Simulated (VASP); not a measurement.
W: single point with r2SCAN

Crystal: W.

```
W
1.0
     0.00000    2.29634    2.03000
     2.03000    0.00000    2.03000
     2.03000    2.29634    0.00000
W
1
Direct
  0.00000 0.00000 0.00000
```

This cell differs from its parent crystal: strain +0.1312 x Voigt [0, 1, 0, 0, 0, 0].

```json
{
 "Program": "VASP 6.6.1",
 "Task": "single point",
 "Functional": "r2SCAN",
 "Potentials or basis": "VASP PAW PBE potentials, release 64 (W_sv)",
 "Cutoff": "520 eV",
 "k mesh": "20 × 20 × 20",
 "Occupations": "gaussian, width 0.15 eV",
 "Spin": "no spin polarisation"
}
```

```yaml
Pressure: -33.5 GPa
Band_gap_on_the_k_mesh: zero (band 7 reaches 11.64 eV, above the bottom of band 8 at 8.31 eV)
```

Stress tensor (GPa, compression positive):
```
-37.65   0.00   0.00
  0.00 -25.07   0.00
  0.00   0.00 -37.65
```

Levels at points of the mesh, in eV from the Fermi level:
```tsv
k point	band 4	band 5	band 6	band 7	band 8	band 9	band 10	band 11
(0.00, 0.00, 0.00)	-39.27	-8.98	-1.80	-0.05	-0.05	0.76	3.12	13.11
(0.50, 0.00, 0.00)	-39.30	-5.40	-1.65	-0.11	0.07	3.71	4.24	8.67
(0.50, 0.50, 0.00)	-39.58	-4.94	-4.13	2.86	3.68	3.68	5.33	9.70
(0.50, 0.00, 0.50)	-39.44	-5.28	-4.20	0.64	4.34	4.47	4.47	9.21
```

Wall time 4.9 min on 1 thread of Intel(R) Xeon(R) Platinum 8259CL CPU @ 2.50GHz (Skylake/Cascade Lake) (shared host), peak memory 0.26 GiB.

Caveat: the cell differs from its parent crystal (strain +0.1312 x Voigt [0, 1, 0, 0, 0, 0]); the PAW data sets were made with another functional, which shifts forces and pressure a little; spin-orbit coupling is left out, which moves the levels of the heavy elements.
